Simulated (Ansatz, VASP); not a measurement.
**Two plane-wave programs on BaTiO3**

```
Ba Ti O
1.0
     4.01925    0.00000    0.00000
     0.00000    4.01925    0.00000
     0.00000    0.00000    4.01925
Ba Ti O
1 1 3
Direct
  0.50000 0.50000 0.50000
  0.00000 0.00000 0.00000
  0.50000 0.00000 0.00000
  0.00000 0.50000 0.00000
  0.00000 0.00000 0.50000
```

Alike in both runs: functional PBE; k mesh 8 × 8 × 8; occupations gaussian, width 0.02 eV; no spin polarisation.

Ansatz relaxed the structure, and its values are those at the end. VASP's run is a single point on that final structure, the one shown.

|  | VASP | Ansatz |
| --- | --- | --- |
| version | VASP 6.6.1 | Ansatz 0.2.0 |
| potentials or method | VASP PAW PBE potentials, release 64 (Ba_sv, Ti_sv, O_h), cutoff 910 eV | scalar-relativistic, plane waves, PAW |
| valence electrons in the cell | 40 | 40 |

|  | VASP | Ansatz | Ansatz less VASP |
| --- | --- | --- | --- |
| gap on the k mesh at the Fermi level (eV) | 1.72 | 1.78 | +0.060 |
| least direct gap on the mesh (eV) | 1.88 | 1.90 | +0.024 |

Spin-orbit coupling is off throughout. Noted on VASP's run: the cutoff is short for stress, so the pressure is rough.
